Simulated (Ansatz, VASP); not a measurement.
## Ga in VASP and in Ansatz

```xyz
2
Lattice="1.3415 -3.9057 0.0000 1.3415 3.9057 0.0000 -0.1139 0.0000 3.3299" Properties=species:S:1:pos:R:3 pbc="T T T"
Ga    1.3130   -2.8824    0.8325
Ga    1.2561    2.8824    2.4974
```

Change from the starting cell: equal xx and yy strain of -3 %.

Alike in both runs: task single point; functional PBEsol; k mesh 14 × 14 × 11; occupations fermi-dirac, width 0.03 eV; no spin polarisation.

|  | VASP | Ansatz |
| --- | --- | --- |
| version | VASP 6.6.1 | Ansatz 0.2.0 |
| potentials or method | VASP PAW PBE potentials, release 64 (Ga_d), cutoff 520 eV | all-electron LAPW, scalar-relativistic |

VASP gave:

- pressure (GPa): 1.9
- traceless stress, the component that is largest in VASP (GPa): -1.14
- rms of the force components (eV/Å): 0.098

Task: What did Ansatz give for the same quantities?

Result: Pressure (GPa): 2.0; traceless stress, the component that is largest in VASP (GPa): -1.12; rms of the force components (eV/Å): 0.099.

VASP's potentials were made for PBE, not for PBEsol. Atom by atom the forces differ by 0.000 eV/Å (rms over components). Ansatz ran all-electron here, and VASP with PAW potentials.
